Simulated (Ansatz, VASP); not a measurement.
# Two plane-wave programs on AlAs2

INCAR

```
PREC = Accurate
ENCUT = 600
EDIFF = 1E-7
ISMEAR = 0
SIGMA = 0.1
LREAL = False
LASPH = True
NELM = 60
ALGO = Normal
ISIF = 3
LWAVE = False
LCHARG = False
GGA = PE
IBRION = 2
NSW = 100
EDIFFG = -0.01
```

Contents of KPOINTS:

```
regular mesh
0
Gamma
  12 12 12
```

Contents of POSCAR:

```
AlAs2
1.0
    1.9144617536      1.1053150088      4.7639518223
   -1.9144617536      1.1053150088      4.7639518223
    0.0000000000     -2.2106300176      4.7639518223
Al As
1 2
Direct
    0.0000000000      0.0000000000      0.0000000000
    0.7663849829      0.7663849829      0.7663849829
    0.2336150171      0.2336150171      0.2336150171
```

Input for Ansatz:

```yaml
crystal:
  lattice:
    - [1.9144617536, 1.1053150088, 4.7639518223]
    - [-1.9144617536, 1.1053150088, 4.7639518223]
    - [0.0, -2.2106300176, 4.7639518223]
  atoms:
    - { symbol: Al, position: [0.0, 0.0, 0.0] }
    - { symbol: As, position: [0.7663849829, 0.7663849829, 0.7663849829] }
    - { symbol: As, position: [0.2336150171, 0.2336150171, 0.2336150171] }
basis:
  ecutwfc: 420
kpoints:
  mp_grid: { grid: [12, 12, 12] }
hamiltonian:
  xc: pbe
scf:
  occupations: { method: gaussian, width: 0.1 }
output:
  forces: true
  stress: true
  eigenvalues: true
relax:
  adjacent_minimum: "off"
  f_tol: 0.01
  max_steps: 80
  cell: { stress_tol: 0.05 }
```

Alike in both runs: task relaxation of cell and atoms; functional PBE; k mesh 12 × 12 × 12; occupations gaussian, width 0.1 eV; no spin polarisation.

|  | VASP | Ansatz |
| --- | --- | --- |
| version | VASP 6.6.1 | Ansatz 0.2.0 |
| potentials or method | VASP PAW PBE potentials, release 64 (Al, As), cutoff 600 eV | scalar-relativistic, plane waves, PAW |
| valence electrons in the cell | 13 | 33 |

Ansatz gave:

```
gap on the k mesh at the Fermi level, each at its own relaxed structure (eV) : none
relaxed volume (Å³/atom)                                                     : 20.25
relaxed length of the cell vector where the two differ most in proportion (Å)              : 5.217
```

**Question.** Which values does VASP return?

**Answer.** gap on the k mesh at the Fermi level, each at its own relaxed structure (eV): none; relaxed volume (Å³/atom): 20.28; relaxed length of the cell vector where the two differ most in proportion (Å): 5.225.

A gap of «none» marks a metal or a gap that the smearing closes. VASP's potentials hold 13 valence electrons a cell and Ansatz's 33, so a difference there can come from the potentials and not from the codes.
